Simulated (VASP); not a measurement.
# W (Fm-3m) in VASP: settings compared

Aim: see how the results for W move with the level of theory and the settings. Levels: BLYP+D3(BJ), r2SCAN+D3(BJ)+U. Tasks: single point.

All numbers are computed with VASP 6.6.1; they aren't measurements. Logs are shortened: lines on timing, memory, paths and dates and some standing lists are left out, and cuts for length are marked.

## Step 1: The cell of the first run

It takes space group Fm-3m (No. 225, cubic). The conventional cell has a = 3.769 Å, b = 3.769 Å, c = 3.769 Å, α = 90.00°, β = 90.00°, γ = 90.00°. Within 3.5 Å of W (site symmetry m-3m) lie 12 W at 2.67 Å.

This isn't the form of W at room conditions, which is bcc.

## Step 2: Single point, BLYP+D3(BJ)

Contents of INCAR:

```
SYSTEM = W
AGGAC = 1.0
AGGAX = 1.0
ALDAC = 0.0
ALDAX = 1.0
ALGO = Fast
EDIFF = 1E-6
ENCUT = 520
GGA = B5
ISIF = 2
ISMEAR = 1
IVDW = 12
LASPH = .TRUE.
LCHARG = .FALSE.
LREAL = .FALSE.
LWAVE = .FALSE.
NBANDS = 13
NELM = 60
PREC = Accurate
SIGMA = 0.05
VDW_A1 = 0.4298
VDW_A2 = 4.2359
VDW_S6 = 1.0
VDW_S8 = 2.6996
```

Contents of KPOINTS:

```
k-points
0
G
  11 11 11
  0 0 0
```

Contents of POSCAR:

```
W
1.0
    0.0000000000      1.8844850664      1.8844850664
    1.8844850664      0.0000000000      1.8844850664
    1.8844850664      1.8844850664      0.0000000000
W
1
Direct
    0.0000000000      0.0000000000      0.0000000000
```

Potentials or basis: VASP PAW PBE potentials, release 64 (W_sv).

Run with:

```sh
> cat potpaw_PBE.64/W_sv/POTCAR > POTCAR
> mpirun -np 1 vasp_std > vasp.out
```

OUTCAR:

```text
SYSTEM = W
   EDIFF = 1E-6
   ENCUT = 520
   GGA = B5
   ISIF = 2
   ISMEAR = 1
   IVDW = 12
   LASPH = .TRUE.
   LREAL = .FALSE.
   NELM = 60
   PREC = Accurate
 IVDW          = 12

 ion  position               nearest neighbor table
   1  0.000  0.000  0.000-

  LATTYP: Found a face centered cubic cell.
 ALAT       =     3.7689701328

  Lattice vectors:

 A1 = (   0.0000000000,   1.8844850664,   1.8844850664)
 A2 = (   1.8844850664,   0.0000000000,   1.8844850664)
 A3 = (   1.8844850664,   1.8844850664,   0.0000000000)

Analysis of symmetry for initial positions (statically):
=====================================================================
 Subroutine PRICEL returns:
 Original cell was already a primitive cell.

 Routine SETGRP: Setting up the symmetry group for a
 face centered cubic supercell.

 Subroutine GETGRP returns: Found 48 space group operations
 (whereof 48 operations were pure point group operations)
 out of a pool of 48 trial point group operations.

The static configuration has the point symmetry O_h .

Analysis of symmetry for dynamics (positions and initial velocities):
=====================================================================
 Subroutine PRICEL returns:
 Original cell was already a primitive cell.

 Routine SETGRP: Setting up the symmetry group for a
 face centered cubic supercell.

 Subroutine GETGRP returns: Found 48 space group operations
 (whereof 48 operations were pure point group operations)
 out of a pool of 48 trial point group operations.

The dynamic configuration has the point symmetry O_h .

 Subroutine INISYM returns: Found 48 space group operations
 (whereof 48 operations are pure point group operations),
 and found     1 'primitive' translations

----------------------------------------------------------------------------------------

                                     Primitive cell

  volume of cell :      13.3847

  direct lattice vectors                    reciprocal lattice vectors
     0.000000000  1.884485066  1.884485066    -0.265324469  0.265324469  0.265324469
     1.884485066  0.000000000  1.884485066     0.265324469 -0.265324469  0.265324469
     1.884485066  1.884485066  0.000000000     0.265324469  0.265324469 -0.265324469

  length of vectors
     2.665064339  2.665064339  2.665064339     0.459555461  0.459555461  0.459555461

  position of ions in fractional coordinates (direct lattice)
     0.000000000  0.000000000  0.000000000

  ion indices of the primitive-cell ions
   primitive index   ion index
                 1           1

----------------------------------------------------------------------------------------

 KPOINTS: k-points

Automatic generation of k-mesh.
 Grid dimensions read from file:
 generate k-points for:   11   11   11

 Generating k-lattice:

  Cartesian coordinates                     Fractional coordinates (reciprocal lattice)
    -0.024120406  0.024120406  0.024120406     0.090909091  0.000000000  0.000000000
     0.024120406 -0.024120406  0.024120406     0.000000000  0.090909091  0.000000000
     0.024120406  0.024120406 -0.024120406     0.000000000  0.000000000  0.090909091

  Length of vectors
     0.041777769  0.041777769  0.041777769

  Shift w.r.t. Gamma in fractional coordinates (k-lattice)
     0.000000000  0.000000000  0.000000000

 Subroutine IBZKPT returns following result:
 ===========================================

 Found     56 irreducible k-points:

 Following reciprocal coordinates:
            Coordinates               Weight
  0.000000  0.000000  0.000000      1.000000
  0.090909  0.000000  0.000000      8.000000
  0.181818  0.000000  0.000000      8.000000
  0.272727  0.000000  0.000000      8.000000
  0.363636  0.000000  0.000000      8.000000
  0.454545  0.000000  0.000000      8.000000
[... 16 lines left out ...]
 -0.272727  0.181818  0.000000     24.000000
 -0.181818  0.181818  0.000000     12.000000
 [... further k-points ...]
   k-points           NKPTS =     56   k-points in BZ     NKDIM =     56   number of bands    NBANDS=     13
   number of dos      NEDOS =    301   number of ions     NIONS =      1
   total plane-waves  NPLWV =   8000
   dimension x,y,z NGX =    20 NGY =   20 NGZ =   20
   dimension x,y,z NGXF=    40 NGYF=   40 NGZF=   40
   ions per type =               1
   NGX,Y,Z   is equivalent  to a cutoff of  12.48, 12.48, 12.48 a.u.
   NGXF,Y,Z  is equivalent  to a cutoff of  24.95, 24.95, 24.95 a.u.
 SYSTEM =  W
   PREC   = accura    normal or accurate (medium, high low for compatibility)
   ISTART =      0    job   : 0-new  1-cont  2-samecut
   ICHARG =      2    charge: 1-file 2-atom 10-const
   ISPIN  =      1    spin polarized calculation?
   LNONCOLLINEAR =      F non collinear calculations
   LSORBIT =      F    spin-orbit coupling
   LASPH  =      T    aspherical Exc in radial PAW
   ENCUT  =  520.0 eV  38.22 Ry    6.18 a.u.   4.96  4.96  4.96*2*pi/ulx,y,z
   NELM   =     60;   NELMIN=  2; NELMDL= -5     # of ELM steps
   EDIFF  = 0.1E-05   stopping-criterion for ELM
   LREAL  =      F    real-space projection
   EDIFFG = 0.1E-04   stopping-criterion for IOM
   NSW    =      0    number of steps for IOM
   IBRION =     -1    ionic relax: 0-MD 1-quasi-New 2-CG
   NFREE  =      0    steps in history (QN), initial steepest desc. (CG)
   ISIF   =      2    stress and relaxation
   ISYM   =      2    0-nonsym 1-usesym 2-fastsym
   POTIM  = 0.5000    time-step for ionic-motion
   TEBEG  =    0.0;   TEEND  =   0.0 temperature during run
   PSTRESS=    0.0 pullay stress
   NELECT =      14.0000    total number of electrons
   NUPDOWN=      -1.0000    fix difference up-down
   EMIN   =  10.00;   EMAX   =-10.00  energy-range for DOS
   EFERMI =   0.00;   METHOD = LEGACY
   ISMEAR =     1;   SIGMA  =   0.05  broadening in eV -4-tet -1-fermi 0-gaus
   EFERMI_NEDOS =   21; number of points for ismear=-14 and -15
   IALGO  =     68    algorithm
   IMIX   =      4    mixing-type and parameters
     AMIX     =   0.40;   BMIX     =  1.00
     AMIX_MAG =   1.60;   BMIX_MAG =  1.00
  volume/ion in A,a.u.               =      13.38        90.32
  Fermi-wavevector in a.u.,A,eV,Ry     =   1.661810  3.140366 37.574038  2.761614
  Thomas-Fermi vector in A             =   2.748809
   LORBIT       =      0    0 simple, 1 ext, 2 COOP (PROOUT), +10 PAW based schemes
   GGA     = B5    functional components
   LHFCALC =     F    Hartree Fock is set to
   AEXX    =    0.0000 exact exchange contribution
   IVDW    =    12    specifies the selected vdW correction
   LEPSILON=     F    determine dielectric tensor
   LRPA    =     F    only Hartree local field effects (RPA)
 non-spin polarized calculation
 RMM-DIIS sequential band-by-band and
 Methfessel and Paxton  Order N= 1 SIGMA  =   0.05
  energy-cutoff  :      520.00
  volume of cell :       13.38
 maximum number of plane-waves:       370
   NGX =  9   NGY =  9   NGZ =  9

 number of electron      13.9999998 magnetization

 Free energy of the ion-electron system (eV)
  ---------------------------------------------------
  ext. energy  EPLUGINS =         0.00000000
  ---------------------------------------------------
  free energy    TOTEN  =        -9.83428982 eV

  energy without entropy =       -9.83455766  energy(sigma->0) =       -9.83437910

 E-fermi :  14.0924     XC(G=0): -13.9319

 val. band max:       14.0584443359   @ k =  -0.3636   0.3636   0.0000
 cond. band min:      14.1104628814   @ k =  -0.1818   0.0909   0.0000
 fundamental gap:      0.0520185455
 Fermi energy:        14.0923578742

 k-point     1 :       0.0000    0.0000    0.0000
  band No.  band energies     occupation
      1     -58.8849      2.00000
      2     -22.3737      2.00000
      3     -22.3737      2.00000
      4     -22.3737      2.00000
      5       4.3847      2.00000
      6      13.1624      2.00000
      7      13.1624      2.00000
      8      13.1624      2.00000
      9      17.2761      0.00000
     10      17.2761      0.00000
     11      27.2692      0.00000
     12      33.5807      0.00000
     13      33.5807      0.00000

 k-point     2 :       0.0909    0.0000    0.0000
  band No.  band energies     occupation
      1     -58.8638      2.00000
      2     -22.5728      2.00000
      3     -22.3976      2.00000
      4     -22.3976      2.00000
      5       4.8500      2.00000
      6      12.8238      2.00000
      7      13.3732      2.00000
      8      13.3732      2.00000
      9      17.0644      0.00000
     10      17.0644      0.00000
     11      28.1739      0.00000
     12      32.1062      0.00000
     13      34.4521      0.00000

 k-point     3 :       0.1818    0.0000    0.0000
  band No.  band energies     occupation
      1     -58.8071      2.00000
      2     -23.0865      2.00000
      3     -22.4609      2.00000
      4     -22.4609      2.00000
      5       6.0258      2.00000
      6      12.2484      2.00000
      7      13.7414      2.00000
      8      13.7414      2.00000
      9      16.8754      0.00000
     10      16.8754      0.00000
     11      29.1070      0.00000
     12      31.4327      0.00000
     13      36.8327      0.00000
[... 305 lines left out ...]
 k-point    23 :      -0.2727    0.1818    0.0000
  band No.  band energies     occupation
      1     -58.6426      2.00000
      2     -24.0191      2.00000
      3     -23.1120      2.00000
      4     -22.6155      2.00000
      5       9.0845      2.00000
      6      11.8952      2.00000
      7      12.2198      2.00000
      8      14.4736     -0.00000
      9      16.7543      0.00000
     10      21.9507      0.00000
     11      29.5331      0.00000
     12      32.2236      0.00000
     13      35.7553      0.00000

 k-point    24 :      -0.1818    0.1818    0.0000
  band No.  band energies     occupation
      1     -58.7068      2.00000
      2     -23.6575      2.00000
      3     -22.9119      2.00000
      4     -22.5187      2.00000
      5       8.2000      2.00000
      6      11.3603      2.00000
      7      13.0851      2.00000
      8      15.0616     -0.00000
      9      15.1649      0.00000
     10      19.9499      0.00000
     11      30.2611      0.00000
     12      33.6316      0.00000
     13      35.8636      0.00000

 [... further k-points ...]

------------------------ aborting loop because EDIFF is reached ----------------------------------------

 Edisp (eV)   -2.02898

 E8    (eV) :    -1.6023

  FORCE on cell =-STRESS in cart. coord.  units (eV):
  Direction    XX          YY          ZZ          XY          YZ          ZX
  --------------------------------------------------------------------------------------
  -------------------------------------------------------------------------------------
  Total       6.78559     6.78559     6.78559     0.00000    -0.00000     0.00000
  in kB     812.25029   812.25029   812.25029     0.00000    -0.00000     0.00000
  external pressure =      812.25 kB  Pullay stress =        0.00 kB

 VOLUME and BASIS-vectors are now :
 -----------------------------------------------------------------------------
  energy-cutoff  :      520.00
  volume of cell :       13.38
      direct lattice vectors                 reciprocal lattice vectors
     0.000000000  1.884485066  1.884485066    -0.265324469  0.265324469  0.265324469
     1.884485066  0.000000000  1.884485066     0.265324469 -0.265324469  0.265324469
     1.884485066  1.884485066  0.000000000     0.265324469  0.265324469 -0.265324469

 POSITION                                       TOTAL-FORCE (eV/Angst)
 -----------------------------------------------------------------------------------
      0.00000      0.00000      0.00000        -0.000000      0.000000     -0.000000
 -----------------------------------------------------------------------------------
    total drift:                                0.000000     -0.000000     -0.000000

  FREE ENERGIE OF THE ION-ELECTRON SYSTEM (eV)
  ---------------------------------------------------
  free  energy   TOTEN  =       -11.8632717372 eV

  energy  without entropy=      -11.8635395753  energy(sigma->0) =      -11.86336102
```

It took 14 s on 1 thread of Intel Xeon 8259CL, shared host; peak memory 0.14 GiB.

Results:

| Item | Value |
| --- | --- |
| Free energy | -11.8633 eV |
| Pressure | 81.2 GPa |
| Band gap on the k mesh | zero (bands 7 and 8 overlap by 5.33 eV) |
| Dispersion energy per atom | -2.029 eV |

Levels at points of the mesh, in eV from the Fermi level:
```tsv
k point	band 5	band 6	band 7	band 8	band 9	band 10
(0.00, 0.00, 0.00)	-9.71	-0.93	-0.93	-0.93	3.18	3.18
```

Caveat: the cell stands under pressure; the PAW data sets were made with another functional, which shifts forces and pressure a little; spin-orbit coupling is left out, which moves the levels of the heavy elements.

## Step 3: Single point, r2SCAN+D3(BJ)+U (20.91 Å³/atom)

This run uses another cell than the first one, of 20.91 Å³/atom.

Contents of POSCAR:

```
W
1.0
    0.0000000000      2.1867512100      2.1867512100
    2.1867512100      0.0000000000      2.1867512100
    2.1867512100      2.1867512100      0.0000000000
W
1
Direct
    0.0000000000      0.0000000000      0.0000000000
```

Contents of INCAR.step1:

```
SYSTEM = W
PREC = Accurate ; ENCUT = 550
ISMEAR = 0 ; SIGMA = 0.1
LREAL = .FALSE. ; LASPH = .TRUE.
NELM = 200 ; LMAXMIX = 4
LDAU = .TRUE. ; LDAUTYPE = 2
LDAUL = 2 ; LDAUU = 4.5
LDAUJ = 0 ; NBANDS = 13
GGA = PE ; ALGO = Normal
EDIFF = 1E-5 ; LWAVE = .TRUE.
LCHARG = .FALSE. ; GGA_COMPAT = .FALSE.
```

Contents of INCAR.step2:

```
SYSTEM = W
PREC = Accurate ; ENCUT = 550
EDIFF = 1E-6 ; ISMEAR = 0
SIGMA = 0.1 ; LREAL = .FALSE.
LASPH = .TRUE. ; NELM = 200
ALGO = Normal ; ISIF = 2
LWAVE = .FALSE. ; LCHARG = .TRUE.
LMAXMIX = 4 ; LDAU = .TRUE.
LDAUTYPE = 2 ; LDAUL = 2
LDAUU = 4.5 ; LDAUJ = 0
LDAUPRINT = 1 ; METAGGA = R2SCAN
LMIXTAU = .TRUE. ; IVDW = 12
VDW_S6 = 1.0 ; VDW_S8 = 0.78981345
VDW_A1 = 0.49484001 ; VDW_A2 = 5.73083694
LELF = .TRUE. ; LVHAR = .TRUE.
NBANDS = 13 ; ISTART = 1
GGA_COMPAT = .FALSE.
```

Contents of KPOINTS:

```
regular mesh
0
G
  11 11 11
  0 0 0
```

Potentials or basis: VASP PAW PBE potentials, release 64 (W_sv).

Run with:

```sh
> cat potpaw_PBE.64/W_sv/POTCAR > POTCAR
> cp INCAR.step1 INCAR
> mpirun -np 1 vasp_std > vasp.out
> cp INCAR.step2 INCAR
> mpirun -np 1 vasp_std > vasp.out
```

Wall time 33 s (1 thread of Intel Xeon Platinum 8488C (Sapphire Rapids), shared host); peak memory 0.16 GiB.

The run converged. Its results:

* Free energy: -45.5850 eV
* Pressure: -41.4 GPa
* Band gap on the k mesh: zero (bands 7 and 8 overlap by 1.64 eV)
* Dispersion energy per atom: -0.247 eV

Levels at points of the mesh, in eV from the Fermi level:
```tsv
k point	band 5	band 6	band 7	band 8	band 9	band 10
(0.00, 0.00, 0.00)	-8.77	-0.53	-0.53	-0.53	2.48	2.48
```

Eigenvalues of the final occupation matrices:
```
    site  spin  trace               eigenvalues
site 1 d     1   1.46  0.22 0.22 0.34 0.34 0.34
site 1 d     2   1.46  0.22 0.22 0.34 0.34 0.34
```

Caveat: the cell stands under tension; the PAW data sets were made with another functional, which shifts forces and pressure a little; spin-orbit coupling is left out, which moves the levels of the heavy elements; U without spin polarisation on a metal has little footing; the U is typed as a test and isn't derived for this compound.
